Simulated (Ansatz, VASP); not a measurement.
# One calculation of ZrOF2, two programs

```
CELL_PARAMETERS angstrom
3.98596 0.00000 0.00000
0.00000 3.98596 0.00000
0.00000 0.00000 3.80147
ATOMIC_POSITIONS crystal
Zr 0.50000 0.50000 0.50000
O 0.00000 0.00000 0.00000
F 0.50000 0.00000 0.50000
F 0.00000 0.50000 0.50000
```

Change from the starting cell: species swapped into the AlGaN2 type (P-4m2, No. 115).

Alike in both runs: task relaxation of cell and atoms; functional PBE; k mesh 12 × 12 × 12; occupations gaussian, width 0.1 eV; no spin polarisation.

|  | VASP | Ansatz |
| --- | --- | --- |
| version | VASP 6.6.1 | Ansatz 0.2.0 |
| potentials or method | VASP PAW PBE potentials, release 64 (Zr_sv, O, F), cutoff 600 eV | scalar-relativistic, plane waves, PAW |
| valence electrons in the cell | 32 | 32 |

```csv
,VASP,Ansatz,Ansatz less VASP
"gap on the k mesh at the Fermi level, each at its own relaxed structure (eV)",none,none,-
relaxed volume (Å³/atom),14.98,15.05,+0.069
relaxed cell length with the largest relative difference (Å),3.757,3.781,+0.0237
```

A gap of «none» marks a metal or a gap that the smearing closes.
